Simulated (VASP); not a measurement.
# TiTe2 (P-3m1) in VASP: single point with r2SCAN

Aim: the single point of TiTe2 with r2SCAN.

Everything below comes from runs of VASP 6.6.1. Logs are shortened: lines on timing, memory, paths and dates and some standing lists are left out, and cuts for length are marked.

### 1 The cell of the first run

It takes space group P-3m1 (No. 164, trigonal). Conventional cell: a = 3.800 Å, b = 3.800 Å, c = 6.908 Å, α = 90.00°, β = 90.00°, γ = 120.00°. Within 3.8 Å of Ti (site symmetry -3m) lie 6 Te at 2.78 Å and 6 Ti at 3.80 Å. Te (site symmetry 3m) has 3 Ti at 2.78 Å and 6 Te at 3.80 Å within 3.8 Å.

### 2 Single point, r2SCAN

The input, POSCAR:

```
TiTe2
1.0
    3.7998758621      0.0000000000      0.0000000000
   -1.8999379311      3.2907890278      0.0000000000
    0.0000000000      0.0000000000      6.9080262270
Ti Te
1 2
Direct
    0.0000000000      0.0000000000      0.0000000000
    0.6666666667      0.3333333333      0.2460729476
    0.3333333333      0.6666666667      0.7539270524
```

The input, INCAR.step1:

```
SYSTEM = TiTe2
PREC = Accurate
ENCUT = 520
ISMEAR = 0
SIGMA = 0.1
LREAL = .FALSE.
LASPH = .TRUE.
NELM = 100
NBANDS = 19
GGA = PE
ALGO = Normal
EDIFF = 1E-4
LWAVE = .TRUE.
LCHARG = .FALSE.
```

The input, INCAR.step2:

```
SYSTEM = TiTe2
PREC = Accurate
ENCUT = 520
EDIFF = 1E-6
ISMEAR = 0
SIGMA = 0.1
LREAL = .FALSE.
LASPH = .TRUE.
NELM = 100
ALGO = Normal
ISIF = 2
LWAVE = .FALSE.
LCHARG = .FALSE.
METAGGA = R2SCAN
LMIXTAU = .TRUE.
NBANDS = 19
ISTART = 1
```

The input, KPOINTS:

```
Automatic mesh
0
G
  12 12 6
  0 0 0
```

Potentials or basis: VASP PAW PBE potentials, release 64 (Ti_sv, Te).

Run with:

```sh
cat potpaw_PBE.64/Ti_sv/POTCAR potpaw_PBE.64/Te/POTCAR > POTCAR
cp INCAR.step1 INCAR
mpirun -np 1 vasp_std > vasp.out
cp INCAR.step2 INCAR
mpirun -np 1 vasp_std > vasp.out
```

OUTCAR:

```text
SYSTEM = TiTe2
   PREC = Accurate
   ENCUT = 520
   EDIFF = 1E-6
   ISMEAR = 0
   LREAL = .FALSE.
   LASPH = .TRUE.
   NELM = 100
   ISIF = 2
   METAGGA = R2SCAN
   ISTART = 1

 ion  position               nearest neighbor table
   1  0.000  0.000  0.000-   2 2.78   3 2.78   2 2.78   3 2.78   2 2.78   3 2.78
   2  0.667  0.333  0.246-   1 2.78   1 2.78   1 2.78
   3  0.333  0.667  0.754-   1 2.78   1 2.78   1 2.78

  LATTYP: Found a hexagonal cell.
 ALAT       =     3.7998758621
 C/A-ratio  =     1.8179610276

  Lattice vectors:

 A1 = (   3.7998758621,   0.0000000000,   0.0000000000)
 A2 = (  -1.8999379311,   3.2907890278,   0.0000000000)
 A3 = (   0.0000000000,   0.0000000000,   6.9080262270)

Analysis of symmetry for initial positions (statically):
=====================================================================
 Subroutine PRICEL returns:
 Original cell was already a primitive cell.

 Routine SETGRP: Setting up the symmetry group for a
 hexagonal supercell.

 Subroutine GETGRP returns: Found 12 space group operations
 (whereof 12 operations were pure point group operations)
 out of a pool of 24 trial point group operations.

The static configuration has the point symmetry D_3d.

Analysis of symmetry for dynamics (positions and initial velocities):
=====================================================================
 Subroutine PRICEL returns:
 Original cell was already a primitive cell.

 Routine SETGRP: Setting up the symmetry group for a
 hexagonal supercell.

 Subroutine GETGRP returns: Found 12 space group operations
 (whereof 12 operations were pure point group operations)
 out of a pool of 24 trial point group operations.

The dynamic configuration has the point symmetry D_3d.

 Subroutine INISYM returns: Found 12 space group operations
 (whereof 12 operations are pure point group operations),
 and found     1 'primitive' translations

----------------------------------------------------------------------------------------

                                     Primitive cell

  volume of cell :      86.3820

  direct lattice vectors                    reciprocal lattice vectors
     3.799875862  0.000000000  0.000000000     0.263166492  0.151939245  0.000000000
[... 76 lines left out ...]
   NGX,Y,Z   is equivalent  to a cutoff of  12.25, 12.25, 13.00 a.u.
   NGXF,Y,Z  is equivalent  to a cutoff of  24.50, 24.50, 25.99 a.u.
 SYSTEM =  TiTe2
   PREC   = accura    normal or accurate (medium, high low for compatibility)
   ISTART =      1    job   : 0-new  1-cont  2-samecut
   ICHARG =      0    charge: 1-file 2-atom 10-const
   ISPIN  =      1    spin polarized calculation?
   LNONCOLLINEAR =      F non collinear calculations
   LSORBIT =      F    spin-orbit coupling
   LASPH  =      T    aspherical Exc in radial PAW
   ENCUT  =  520.0 eV  38.22 Ry    6.18 a.u.   7.07  7.07 12.84*2*pi/ulx,y,z
   NELM   =    100;   NELMIN=  2; NELMDL=  0     # of ELM steps
   EDIFF  = 0.1E-05   stopping-criterion for ELM
   LREAL  =      F    real-space projection
[... 7 lines left out ...]
   TEBEG  =    0.0;   TEEND  =   0.0 temperature during run
   PSTRESS=    0.0 pullay stress
   NELECT =      24.0000    total number of electrons
   NUPDOWN=      -1.0000    fix difference up-down
   EMIN   =  10.00;   EMAX   =-10.00  energy-range for DOS
   EFERMI =   0.00;   METHOD = LEGACY
   ISMEAR =     0;   SIGMA  =   0.10  broadening in eV -4-tet -1-fermi 0-gaus
   EFERMI_NEDOS =   21; number of points for ismear=-14 and -15
   IALGO  =     38    algorithm
   IMIX   =      4    mixing-type and parameters
     AMIX     =   0.40;   BMIX     =  1.00
     AMIX_MAG =   1.60;   BMIX_MAG =  1.00
  volume/ion in A,a.u.               =      28.79       194.31
  Fermi-wavevector in a.u.,A,eV,Ry     =   1.068245  2.018690 15.526246  1.141147
  Thomas-Fermi vector in A             =   2.203887
   LORBIT       =      0    0 simple, 1 ext, 2 COOP (PROOUT), +10 PAW based schemes
   METAGGA = R2SCAN    functional components
   LHFCALC =     F    Hartree Fock is set to
   AEXX    =    0.0000 exact exchange contribution
   IVDW    =     0    specifies the selected vdW correction
   LEPSILON=     F    determine dielectric tensor
   LRPA    =     F    only Hartree local field effects (RPA)
 non-spin polarized calculation
 Gauss-broadening in eV      SIGMA  =   0.10
  energy-cutoff  :      520.00
  volume of cell :       86.38
 maximum number of plane-waves:      2358
   NGX = 15   NGY = 15   NGZ = 25

 number of electron      23.9999998 magnetization

 Free energy of the ion-electron system (eV)
  ---------------------------------------------------
  ext. energy  EPLUGINS =         0.00000000
  ---------------------------------------------------
  free energy    TOTEN  =       -66.29347640 eV

  energy without entropy =      -66.28748685  energy(sigma->0) =      -66.29048162

 E-fermi :   5.9458     XC(G=0):  -9.9090

 val. band max:        5.9347024654   @ k =   0.4167  -0.0000   0.1667
 cond. band min:       5.9470414186   @ k =   0.0000   0.0833   0.3333
 fundamental gap:      0.0123389532
 Fermi energy:         5.9458324030

 k-point     1 :       0.0000    0.0000    0.0000
  band No.  band energies     occupation
      1     -54.1730      2.00000
      2     -29.3776      2.00000
      3     -29.3776      2.00000
      4     -29.3367      2.00000
      5      -6.7924      2.00000
      6      -5.5282      2.00000
[... 505 lines left out ...]
      6      -5.4387      2.00000
[... 11 lines left out ...]
     18      12.6498      0.00000
     19      12.8458      0.00000

 [... further k-points ...]

------------------------ aborting loop because EDIFF is reached ----------------------------------------

  FORCE on cell =-STRESS in cart. coord.  units (eV):
  Direction    XX          YY          ZZ          XY          YZ          ZX
  --------------------------------------------------------------------------------------
  -------------------------------------------------------------------------------------
  Total        0.0649528      0.0649528      0.0394282     -0.0000000      0.0000000     -0.0000000
  in kB        1.2047165      1.2047165      0.7312980     -0.0000000      0.0000000     -0.0000000
  external PRESSURE =       1.0469104 kB  Pullay stress =       0.0000000 kB

 VOLUME and BASIS-vectors are now :
 -----------------------------------------------------------------------------
  energy-cutoff  :      520.00
  volume of cell :       86.38
      direct lattice vectors                 reciprocal lattice vectors
     3.799875862  0.000000000  0.000000000     0.263166492  0.151939245  0.000000000
    -1.899937931  3.290789028  0.000000000     0.000000000  0.303878490  0.000000000
     0.000000000  0.000000000  6.908026227     0.000000000  0.000000000  0.144759149

 POSITION                                       TOTAL-FORCE (eV/Angst)
 -----------------------------------------------------------------------------------
      0.00000      0.00000      0.00000         0.000000      0.000000      0.000000
      1.89994      1.09693      1.69988         0.000000     -0.000000      0.014236
     -0.00000      2.19386      5.20815        -0.000000      0.000000     -0.014236
 -----------------------------------------------------------------------------------
    total drift:                                0.000000     -0.000000     -0.000000

  FREE ENERGIE OF THE ION-ELECTRON SYSTEM (eV)
  ---------------------------------------------------
  free  energy   TOTEN  =       -66.2934763975 eV

  energy  without entropy=      -66.2874868457  energy(sigma->0) =      -66.29048162
```

OSZICAR.step1:

```text
N       E                     dE             d eps       ncg     rms          rms(c)
DAV:   1     0.177390683601E+03    0.17739E+03   -0.10655E+04  3800   0.115E+03
DAV:   2    -0.216041425137E+01   -0.17955E+03   -0.17487E+03  4064   0.292E+02
DAV:   3    -0.180303490074E+02   -0.15870E+02   -0.15527E+02  5847   0.821E+01
DAV:   4    -0.185806082004E+02   -0.55026E+00   -0.54757E+00  4932   0.145E+01
DAV:   5    -0.186025070599E+02   -0.21899E-01   -0.21889E-01  5578   0.271E+00    0.119E+01
DAV:   6    -0.187412765136E+02   -0.13877E+00   -0.39076E+01  4064   0.381E+01    0.155E+01
DAV:   7    -0.165194860268E+02    0.22218E+01   -0.35602E+01  4785   0.334E+01    0.571E+00
DAV:   8    -0.162214364053E+02    0.29805E+00   -0.14947E+00  4477   0.826E+00    0.182E+00
DAV:   9    -0.162508380096E+02   -0.29402E-01   -0.43049E-01  5291   0.401E+00    0.188E+00
DAV:  10    -0.162244858318E+02    0.26352E-01   -0.45701E-01  4513   0.445E+00    0.906E-01
DAV:  11    -0.162167684040E+02    0.77174E-02   -0.50526E-02  4363   0.159E+00    0.364E-01
DAV:  12    -0.162170618327E+02   -0.29343E-03   -0.32228E-03  4452   0.401E-01    0.266E-01
DAV:  13    -0.162168044415E+02    0.25739E-03   -0.71784E-04  3586   0.187E-01    0.880E-02
DAV:  14    -0.162167878584E+02    0.16583E-04   -0.58776E-05  2407   0.501E-02
   1 F= -.16216788E+02 E0= -.16213564E+02  d E =-.644787E-02
```

Run time: 4.5 min. Hardware: 1 thread of Intel Xeon 6975P-C (Granite Rapids), shared host; peak memory 0.32 GiB.

What came out:

```yaml
Free_energy: -66.2935 eV
Pressure: 0.1 GPa
Largest_force: 0.014 eV/Å
Band_gap_on_the_k_mesh: zero (bands 12 and 13 overlap by 0.53 eV)
```

Forces in eV/Å, atoms in the order of the input:
```
Ti   0.000  0.000  0.000
Te   0.000  0.000  0.014
Te   0.000  0.000 -0.014
```

Levels at points of the mesh, in eV from the Fermi level:
```tsv
k point	band 10	band 11	band 12	band 13	band 14	band 15
(0.00, 0.00, 0.00)	-0.14	0.36	0.36	0.47	0.88	0.88
(0.50, 0.00, 0.00)	-2.53	-2.09	-1.18	0.05	1.14	1.52
(0.00, 0.00, 0.50)	-1.92	0.36	0.36	0.74	0.74	1.00
(0.50, 0.00, 0.50)	-2.21	-1.45	-0.93	-0.17	1.14	1.50
```

Caveat: the PAW data sets were made with another functional, which shifts forces and pressure a little; spin-orbit coupling is left out, which moves the levels of the heavy elements.
